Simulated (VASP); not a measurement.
# ZnF2 (P4_2/mnm) in VASP: notebook, part 2 of 2

VASP 6.6.1.

## 4. Single point, r2SCAN

This run uses another cell than the first one, of 11.88 Å³/atom.

Contents of POSCAR:

```
ZnF2
1.0
    4.7495314430      0.0000000000      0.0000000000
    0.0000000000      4.7495314430      0.0000000000
    0.0000000000      0.0000000000      3.1586237967
Zn F
2 4
Direct
    0.5000000000      0.5000000000      0.5000000000
    0.0000000000      0.0000000000      0.0000000000
    0.6958385971      0.6958385971      0.0000000000
    0.8041614029      0.1958385971      0.5000000000
    0.3041614029      0.3041614029      0.0000000000
    0.1958385971      0.8041614029      0.5000000000
```

Contents of INCAR.step1:

```
SYSTEM = ZnF2
ALGO     = Normal         ! electronic algorithm
EDIFF    = 1E-5           ! SCF threshold, eV
ENCUT    = 660            ! plane-wave cutoff, eV
GGA      = PE             ! functional
GGA_COMPAT= .FALSE.      
ISMEAR   = 0              ! smearing method
LASPH    = .TRUE.         ! aspherical terms in the spheres
LCHARG   = .FALSE.        ! write CHGCAR
LREAL    = .FALSE.        ! projectors in reciprocal space
LWAVE    = .TRUE.         ! write WAVECAR
NBANDS   = 35             ! bands
NELM     = 120            ! most SCF steps
PREC     = Accurate       ! precision mode
SIGMA    = 0.02           ! smearing width, eV
```

Contents of INCAR.step2:

```
SYSTEM = ZnF2
ALGO     = Normal         ! electronic algorithm
EDIFF    = 1E-6           ! SCF threshold, eV
ENCUT    = 660            ! plane-wave cutoff, eV
GGA_COMPAT= .FALSE.      
ISIF     = 2              ! what is computed and relaxed
ISMEAR   = 0              ! smearing method
ISTART   = 1            
LASPH    = .TRUE.         ! aspherical terms in the spheres
LCHARG   = .TRUE.         ! write CHGCAR
LELF     = .TRUE.         ! ELF
LMIXTAU  = .TRUE.       
LREAL    = .FALSE.        ! projectors in reciprocal space
LVHAR    = .TRUE.       
LWAVE    = .FALSE.        ! write WAVECAR
METAGGA  = R2SCAN         ! meta-GGA
NBANDS   = 35             ! bands
NELM     = 120            ! most SCF steps
PREC     = Accurate       ! precision mode
SIGMA    = 0.02           ! smearing width, eV
```

Contents of KPOINTS:

```
k-points
0
G
  6 6 8
  0 0 0
```

Command:

```console
cat potpaw_PBE.64/Zn/POTCAR potpaw_PBE.64/F/POTCAR > POTCAR
cp INCAR.step1 INCAR
mpirun -np 1 vasp_std > vasp.out
cp INCAR.step2 INCAR
mpirun -np 1 vasp_std > vasp.out
```

Run time: 5.4 min. Hardware: 1 thread of AMD EPYC 9R45 (Zen 5), shared host; peak memory 0.27 GiB.

The run converged. Its results:

| Item | Value |
| --- | --- |
| Free energy | -45.6750 eV |
| Pressure | -3.0 GPa |
| Largest force | 0.017 eV/Å |
| Band gap on the k mesh | 4.19 eV |

Forces in eV/Å, atoms in the order of the input:
```
Zn   0.000  0.000  0.000
Zn   0.000  0.000  0.000
F    0.012  0.012  0.000
F   -0.012  0.012  0.000
F   -0.012 -0.012  0.000
F    0.012 -0.012  0.000
```

Stress tensor (GPa, compression positive):
```
-2.85  0.00  0.00
 0.00 -2.85  0.00
 0.00  0.00 -3.37
```

Levels at points of the mesh, in eV from the valence-band top:
| k point | band 24 | band 25 | band 26 | band 27 | band 28 | band 29 |
| --- | --- | --- | --- | --- | --- | --- |
| (0.00, 0.00, 0.00) | -0.30 | -0.30 | 0.00 | 4.19 | 10.06 | 10.43 |
| (0.50, 0.00, 0.00) | -0.61 | -0.38 | -0.38 | 6.77 | 6.77 | 11.31 |
| (0.50, 0.50, 0.00) | -1.24 | -0.32 | -0.32 | 7.70 | 7.70 | 9.85 |
| (0.00, 0.00, 0.50) | -1.25 | -1.17 | -1.17 | 8.99 | 8.99 | 12.73 |
| (0.50, 0.00, 0.50) | -1.30 | -0.04 | -0.04 | 9.52 | 9.52 | 11.13 |
| (0.50, 0.50, 0.50) | -1.17 | -0.77 | -0.77 | 8.91 | 8.91 | 12.21 |

Caveat: the cell stands under tension; the PAW data sets were made with another functional, which shifts forces and pressure a little.

## 5. Single point, r2SCAN (equal strain along all axes, cell held: -1.0 %, then relaxed in part)

Contents of POSCAR:

```
ZnF2
1.0
    4.6554813154      0.0000000000      0.0000000000
    0.0000000000      4.6554813154      0.0000000000
    0.0000000000      0.0000000000      3.0960767909
Zn F
2 4
Direct
    0.5000000000      0.5000000000      0.5000000000
    0.0000000000      0.0000000000      0.0000000000
    0.6976009747      0.6976009747      0.0000000000
    0.8023990253      0.1976009747      0.5000000000
    0.3023990253      0.3023990253      0.0000000000
    0.1976009747      0.8023990253      0.5000000000
```

Contents of INCAR.step1:

```
SYSTEM = ZnF2
  PREC = Accurate
  ENCUT = 660
  ISMEAR = 0
  SIGMA = 0.02
  LREAL = .False.
  LASPH = .True.
  NELM = 120
  NBANDS = 35
  GGA = PE
  ALGO = Normal
  EDIFF = 1E-5
  LWAVE = .True.
  LCHARG = .False.
  GGA_COMPAT = .False.
```

Contents of INCAR.step2:

```
SYSTEM = ZnF2
  PREC = Accurate
  ENCUT = 660
  EDIFF = 1E-6
  ISMEAR = 0
  SIGMA = 0.02
  LREAL = .False.
  LASPH = .True.
  NELM = 120
  ALGO = Normal
  ISIF = 2
  LWAVE = .False.
  LCHARG = .True.
  METAGGA = R2SCAN
  LMIXTAU = .True.
  LELF = .True.
  LVHAR = .True.
  NBANDS = 35
  ISTART = 1
  GGA_COMPAT = .False.
```

Contents of KPOINTS:

```
regular mesh
0
Gamma
  6 6 8
  0 0 0
```

Potentials or basis: VASP PAW PBE potentials, release 64 (Zn, F).

Command:

```console
cat potpaw_PBE.64/Zn/POTCAR potpaw_PBE.64/F/POTCAR > POTCAR
cp INCAR.step1 INCAR
mpirun -np 1 vasp_std > vasp.out
cp INCAR.step2 INCAR
mpirun -np 1 vasp_std > vasp.out
```

OUTCAR:

```text
SYSTEM = ZnF2
   PREC = Accurate
   ENCUT = 660
   EDIFF = 1E-6
   ISMEAR = 0
   LREAL = .False.
   LASPH = .True.
   NELM = 120
   ISIF = 2
   METAGGA = R2SCAN
   ISTART = 1

 ion  position               nearest neighbor table
   1  0.500  0.500  0.500-   4 1.99   6 1.99   5 2.02   3 2.02   3 2.02   5 2.02
   2  0.000  0.000  0.000-   3 1.99   5 1.99   4 2.02   6 2.02   4 2.02   6 2.02
   3  0.698  0.698  0.000-   2 1.99   1 2.02   1 2.02
   4  0.802  0.198  0.500-   1 1.99   2 2.02   2 2.02
   5  0.302  0.302  0.000-   2 1.99   1 2.02   1 2.02
   6  0.198  0.802  0.500-   1 1.99   2 2.02   2 2.02

  LATTYP: Found a simple tetragonal cell.
 ALAT       =     4.6554813154
 C/A-ratio  =     0.6650390327

  Lattice vectors:

 A1 = (   4.6554813154,   0.0000000000,   0.0000000000)
 A2 = (   0.0000000000,   4.6554813154,   0.0000000000)
 A3 = (   0.0000000000,   0.0000000000,   3.0960767909)

Analysis of symmetry for initial positions (statically):
=====================================================================
 Subroutine PRICEL returns:
 Original cell was already a primitive cell.

[... 176 lines left out ...]
  free energy    TOTEN  =       -45.65100947 eV

  energy without entropy =      -45.65100947  energy(sigma->0) =      -45.65100947

 E-fermi :  -1.1403     XC(G=0): -11.1471

 val. band max:       -1.2497553727   @ k =   0.0000   0.0000   0.0000
 cond. band min:       2.9996026027   @ k =   0.0000   0.0000   0.0000
 fundamental gap:      4.2493579754
 Fermi energy:        -1.1402749428

 k-point     1 :       0.0000    0.0000    0.0000
  band No.  band energies     occupation
      1     -24.7010      2.00000
      2     -23.9055      2.00000
      3     -23.9055      2.00000
      4     -23.8573      2.00000
      5      -7.8909      2.00000
      6      -6.9828      2.00000
[... 901 lines left out ...]
     34      13.8494      0.00000
     35      16.0615      0.00000

 [... further k-points ...]
[... 5 lines left out ...]
  --------------------------------------------------------------------------------------
  -------------------------------------------------------------------------------------
  Total        1.6964274      1.6964274      2.1218120      0.0000000      0.0000000      0.0000000
  in kB       40.5046577     40.5046577     50.6613296      0.0000000      0.0000000      0.0000000
  external PRESSURE =      43.8902150 kB  Pullay stress =       0.0000000 kB

 VOLUME and BASIS-vectors are now :
 -----------------------------------------------------------------------------
  energy-cutoff  :      660.00
  volume of cell :       67.10
      direct lattice vectors                 reciprocal lattice vectors
     4.655481315  0.000000000  0.000000000     0.214800561  0.000000000  0.000000000
     0.000000000  4.655481315  0.000000000     0.000000000  0.214800561  0.000000000
     0.000000000  0.000000000  3.096076791     0.000000000  0.000000000  0.322989405

 POSITION                                       TOTAL-FORCE (eV/Angst)
 -----------------------------------------------------------------------------------
      2.32774      2.32774      1.54804        -0.000000      0.000000      0.000000
      0.00000      0.00000      0.00000        -0.000000      0.000000      0.000000
      3.24767      3.24767      0.00000         0.008346      0.008346      0.000000
      3.73555      0.91993      1.54804        -0.008346      0.008346      0.000000
      1.40781      1.40781      0.00000        -0.008346     -0.008346      0.000000
      0.91993      3.73555      1.54804         0.008346     -0.008346      0.000000
 -----------------------------------------------------------------------------------
    total drift:                               -0.000000      0.000000     -0.000000

  FREE ENERGIE OF THE ION-ELECTRON SYSTEM (eV)
  ---------------------------------------------------
  free  energy   TOTEN  =       -45.6510094726 eV

  energy  without entropy=      -45.6510094726  energy(sigma->0) =      -45.65100947
```

OUTCAR.step1:

```text
SYSTEM = ZnF2
   PREC = Accurate
   ENCUT = 660
   ISMEAR = 0
   LREAL = .False.
   LASPH = .True.
   NELM = 120
[... 1151 lines left out ...]
      3.73555      0.91993      1.54804        -0.028612      0.028612      0.000000
      1.40781      1.40781      0.00000        -0.028612     -0.028612      0.000000
      0.91993      3.73555      1.54804         0.028612     -0.028612      0.000000
 -----------------------------------------------------------------------------------
    total drift:                               -0.000000      0.000000     -0.000000

  FREE ENERGIE OF THE ION-ELECTRON SYSTEM (eV)
  ---------------------------------------------------
  free  energy   TOTEN  =       -23.0412273962 eV

  energy  without entropy=      -23.0412273962  energy(sigma->0) =      -23.04122740
```

It took 5.3 min on 1 thread of AMD EPYC 9R45 (Zen 5), shared host; peak memory 0.27 GiB.

What came out:

| Item | Value |
| --- | --- |
| Free energy | -45.6510 eV |
| Pressure | 4.4 GPa |
| Largest force | 0.012 eV/Å |
| Band gap on the k mesh | 4.25 eV |

Forces on the atoms (eV/Å):
```
Zn   0.000  0.000  0.000
Zn   0.000  0.000  0.000
F    0.008  0.008  0.000
F   -0.008  0.008  0.000
F   -0.008 -0.008  0.000
F    0.008 -0.008  0.000
```

Stress tensor (GPa, compression positive):
```
4.05 0.00 0.00
0.00 4.05 0.00
0.00 0.00 5.07
```

Caveat: the cell differs from its parent crystal (equal strain along all axes, cell held: -1.0 %, then relaxed in part); the cell stands under pressure; the PAW data sets were made with another functional, which shifts forces and pressure a little. A k mesh can miss the band edges.

## 6. Overview

| cell | gap on the mesh (eV) | pressure (GPa) | largest force (eV/Å) |
| --- | --- | --- | --- |
| a = 4.703, b = 4.703, c = 3.127 Å, 6 atoms, atomic positions A | 4.22 | 0.3 | 0.01 |
| a = 4.750, b = 4.750, c = 3.159 Å, 6 atoms, atomic positions B | 4.19 | -3.0 | 0.02 |
| a = 4.655, b = 4.655, c = 3.096 Å, 6 atoms, atomic positions C | 4.25 | 4.4 | 0.01 |

Alike in all rows: task single point; level r2SCAN; potentials or basis VASP PAW PBE potentials, release 64 (Zn, F); no spin polarisation; k mesh 6 × 6 × 8; cutoff (eV) 660; smearing gaussian 0.02 eV.

Caveats: the PAW data sets were made with another functional, which shifts forces and pressure a little; the cell stands under tension (at least some runs); the cell stands under pressure (at least some runs).

Absolute energies hang on the potentials; compare differences alone.
